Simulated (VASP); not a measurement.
# MoS4 in VASP: single point with PBEsol

Aim: the single point of MoS4 with PBEsol.

Program: VASP 6.6.1. These are calculated values, not measurements. Logs are shortened: lines on timing, memory, paths and dates and some standing lists are left out, and cuts for length are marked.

## 1. The cell of the first run

The cell holds a slab with vacuum, 5 atoms: a = 3.142 Å, b = 3.142 Å, c = 48.558 Å, α = 90.00°, β = 90.00°, γ = 120.00°.

## 2. Single point, PBEsol

Input file INCAR:

```
PREC = Accurate ; ENCUT = 520
EDIFF = 1E-6 ; ISMEAR = 0
SIGMA = 0.05 ; LREAL = False
LASPH = True ; NELM = 60
ALGO = Normal ; ISIF = 2
LWAVE = False ; LCHARG = False
LDIPOL = True ; IDIPOL = 3
DIPOL = 0.5 0.5 0.500 ; GGA = PS
NBANDS = 27
```

Input file KPOINTS:

```
Automatic mesh
0
Gamma
  9 9 1
```

Input file POSCAR:

```
MoS4
1.0
    3.1415002725      0.0000000000      0.0000000000
   -1.5707501363      2.7206190420      0.0000000000
    0.0000000000      0.0000000000     48.5584351538
S Mo
4 1
Direct
    0.3333333333      0.6666666667      0.1750468270
    0.3333333333      0.6666666667      0.4679131505
    0.3333333333      0.6666666667      0.5320868495
    0.3333333333      0.6666666667      0.8249531730
    0.0000000000      0.0000000000      0.5000000000
```

Potentials or basis: VASP PAW PBE potentials, release 64 (S, Mo_sv).

On the command line:

```console
$ cat potpaw_PBE.64/S/POTCAR potpaw_PBE.64/Mo_sv/POTCAR > POTCAR
$ mpirun -np 1 vasp_std > vasp.out
```

OUTCAR:

```text
PREC = Accurate
   ENCUT = 520
   EDIFF = 1E-6
   ISMEAR = 0
   LREAL = False
   LASPH = True
   NELM = 60
   ISIF = 2
   GGA = PS

 ion  position               nearest neighbor table
   1  0.333  0.667  0.175-
   2  0.333  0.667  0.468-   5 2.39   5 2.39   5 2.39
   3  0.333  0.667  0.532-   5 2.39   5 2.39   5 2.39
   4  0.333  0.667  0.825-
   5  0.000  0.000  0.500-   2 2.39   3 2.39   2 2.39   3 2.39   2 2.39   3 2.39

  LATTYP: Found a hexagonal cell.
 ALAT       =     3.1415002725
 C/A-ratio  =    15.4570844952

  Lattice vectors:

 A1 = (   3.1415002725,   0.0000000000,   0.0000000000)
 A2 = (  -1.5707501363,   2.7206190420,   0.0000000000)
 A3 = (   0.0000000000,   0.0000000000,  48.5584351538)

Analysis of symmetry for initial positions (statically):
=====================================================================
 Subroutine PRICEL returns:
 Original cell was already a primitive cell.

 Routine SETGRP: Setting up the symmetry group for a
 hexagonal supercell.

 Subroutine GETGRP returns: Found 12 space group operations
 (whereof 12 operations were pure point group operations)
 out of a pool of 24 trial point group operations.

The static configuration has the point symmetry D_3h.

Analysis of symmetry for dynamics (positions and initial velocities):
=====================================================================
 Subroutine PRICEL returns:
 Original cell was already a primitive cell.

 Routine SETGRP: Setting up the symmetry group for a
 hexagonal supercell.

 Subroutine GETGRP returns: Found 12 space group operations
 (whereof 12 operations were pure point group operations)
 out of a pool of 24 trial point group operations.

The dynamic configuration has the point symmetry D_3h.

 Subroutine INISYM returns: Found 12 space group operations
 (whereof 12 operations are pure point group operations),
 and found     1 'primitive' translations

----------------------------------------------------------------------------------------

                                     Primitive cell

  volume of cell :     415.0205

  direct lattice vectors                    reciprocal lattice vectors
     3.141500273  0.000000000  0.000000000     0.318319247  0.183781703  0.000000000
    -1.570750136  2.720619042  0.000000000     0.000000000  0.367563405  0.000000000
     0.000000000  0.000000000 48.558435154     0.000000000  0.000000000  0.020593744

[... 83 lines left out ...]
   ISYM   =      2    0-nonsym 1-usesym 2-fastsym
   POTIM  = 0.5000    time-step for ionic-motion
   TEBEG  =    0.0;   TEEND  =   0.0 temperature during run
   PSTRESS=    0.0 pullay stress
   NELECT =      38.0000    total number of electrons
   NUPDOWN=      -1.0000    fix difference up-down
   EMIN   =  10.00;   EMAX   =-10.00  energy-range for DOS
   EFERMI =   0.00;   METHOD = LEGACY
   ISMEAR =     0;   SIGMA  =   0.05  broadening in eV -4-tet -1-fermi 0-gaus
   EFERMI_NEDOS =   21; number of points for ismear=-14 and -15
   IALGO  =     38    algorithm
   IMIX   =      4    mixing-type and parameters
     AMIX     =   0.40;   BMIX     =  1.00
     AMIX_MAG =   1.60;   BMIX_MAG =  1.00
  volume/ion in A,a.u.               =      83.00       560.14
  Fermi-wavevector in a.u.,A,eV,Ry     =   0.737869  1.394371  7.407710  0.544451
  Thomas-Fermi vector in A             =   1.831655
   LORBIT       =      0    0 simple, 1 ext, 2 COOP (PROOUT), +10 PAW based schemes
   GGA     = PS    functional components
   LHFCALC =     F    Hartree Fock is set to
   AEXX    =    0.0000 exact exchange contribution
   IVDW    =     0    specifies the selected vdW correction
   LEPSILON=     F    determine dielectric tensor
   LRPA    =     F    only Hartree local field effects (RPA)
 non-spin polarized calculation
 Gauss-broadening in eV      SIGMA  =   0.05
  energy-cutoff  :      520.00
  volume of cell :      415.02
 maximum number of plane-waves:     11240
 NGX is ok and might be reduce to    24
   NGX = 11   NGY = 11   NGZ =181

 dipolmoment           0.000000      0.000000      0.000000 electrons x Angstroem

 number of electron      37.9999997 magnetization

 dipolmoment           0.000000      0.000000     -0.000000 electrons x Angstroem

 Free energy of the ion-electron system (eV)
  ---------------------------------------------------
  ext. energy  EPLUGINS =         0.00000000
  ---------------------------------------------------
  free energy    TOTEN  =       -28.03616408 eV

  energy without entropy =      -28.01958975  energy(sigma->0) =      -28.02787692

 E-fermi :  -3.9473     XC(G=0):  -3.1767

 val. band max:       -3.9613381927   @ k =   0.1111   0.1111   0.0000
 cond. band min:      -3.9233048026   @ k =   0.4444   0.1111   0.0000
 fundamental gap:      0.0380333901
 Fermi energy:        -3.9472901034

 k-point     1 :       0.0000    0.0000    0.0000
  band No.  band energies     occupation
      1     -64.6764      2.00000
      2     -38.8848      2.00000
      3     -38.6264      2.00000
      4     -38.6264      2.00000
      5     -18.1887      2.00000
      6     -16.8252      2.00000
[... 349 lines left out ...]
     26       3.3937      0.00000
     27       3.6863      0.00000

------------------------ aborting loop because EDIFF is reached ----------------------------------------

 vacuum level on the upper side and lower side of the slab       (xc-potential included)        -0.337        -0.337

  FORCE on cell =-STRESS in cart. coord.  units (eV):
  Direction    XX          YY          ZZ          XY          YZ          ZX
  --------------------------------------------------------------------------------------
  -------------------------------------------------------------------------------------
  Total       -7.1805008     -7.1805008     -0.0362034      0.0000000      0.0000000      0.0000000
  in kB      -27.7201641    -27.7201641     -0.1397624      0.0000000      0.0000000      0.0000000
  external PRESSURE =     -18.5266969 kB  Pullay stress =       0.0000000 kB

 VOLUME and BASIS-vectors are now :
 -----------------------------------------------------------------------------
  energy-cutoff  :      520.00
  volume of cell :      415.02
      direct lattice vectors                 reciprocal lattice vectors
     3.141500273  0.000000000  0.000000000     0.318319247  0.183781703  0.000000000
    -1.570750136  2.720619042  0.000000000     0.000000000  0.367563405  0.000000000
     0.000000000  0.000000000 48.558435154     0.000000000  0.000000000  0.020593744

 POSITION                                       TOTAL-FORCE (eV/Angst)
 -----------------------------------------------------------------------------------
     -0.00000      1.81375      8.50000         0.000000      0.000000      0.000303
     -0.00000      1.81375     22.72113         0.000000     -0.000000     -0.011827
     -0.00000      1.81375     25.83730         0.000000      0.000000      0.011827
     -0.00000      1.81375     40.05844         0.000000      0.000000     -0.000303
      0.00000      0.00000     24.27922        -0.000000     -0.000000      0.000000
 -----------------------------------------------------------------------------------
    total drift:                                0.000000     -0.000000     -0.000000

  FREE ENERGIE OF THE ION-ELECTRON SYSTEM (eV)
  ---------------------------------------------------
  free  energy   TOTEN  =       -28.0361640774 eV

  energy  without entropy=      -28.0195897545  energy(sigma->0) =      -28.02787692

 vacuum level on the upper side and lower side of the slab         2.768         2.768
```

OSZICAR:

```text
N       E                     dE             d eps       ncg     rms          rms(c)
DAV:   1     0.256211423195E+03    0.25621E+03   -0.16421E+04   840   0.104E+03
DAV:   2     0.645633899139E+00   -0.25557E+03   -0.24755E+03   979   0.211E+02
DAV:   3    -0.291361688894E+02   -0.29782E+02   -0.29516E+02   844   0.695E+01
[... 33 lines left out ...]
DAV:  37    -0.280361814022E+02    0.44807E-04   -0.29769E-06   641   0.104E-02    0.751E-02
DAV:  38    -0.280361520337E+02    0.29368E-04   -0.61528E-06   777   0.148E-02    0.509E-02
DAV:  39    -0.280361629315E+02   -0.10898E-04   -0.97837E-06   763   0.161E-02    0.385E-02
DAV:  40    -0.280361640679E+02   -0.11364E-05   -0.14337E-06   588   0.582E-03    0.303E-02
DAV:  41    -0.280361640774E+02   -0.95579E-08   -0.11054E-06   531   0.541E-03
   1 F= -.28036164E+02 E0= -.28027877E+02  d E =-.165743E-01
```

It took 5.7 min on 1 thread of Intel Xeon Platinum 8559C (Emerald Rapids), shared host; peak memory 0.53 GiB.

Results:

```
Free energy            : -28.0362 eV
Largest force          : 0.012 eV/Å
Band gap on the k mesh : zero (band 19 reaches -2.05 eV, above the bottom of band 20 at -4.26 eV)
```

Forces on the atoms (eV/Å):
```
S    0.000  0.000  0.000
S    0.000  0.000 -0.012
S    0.000  0.000  0.012
S    0.000  0.000  0.000
Mo   0.000  0.000  0.000
```

Caveat: the PAW data sets were made with another functional, which shifts forces and pressure a little.
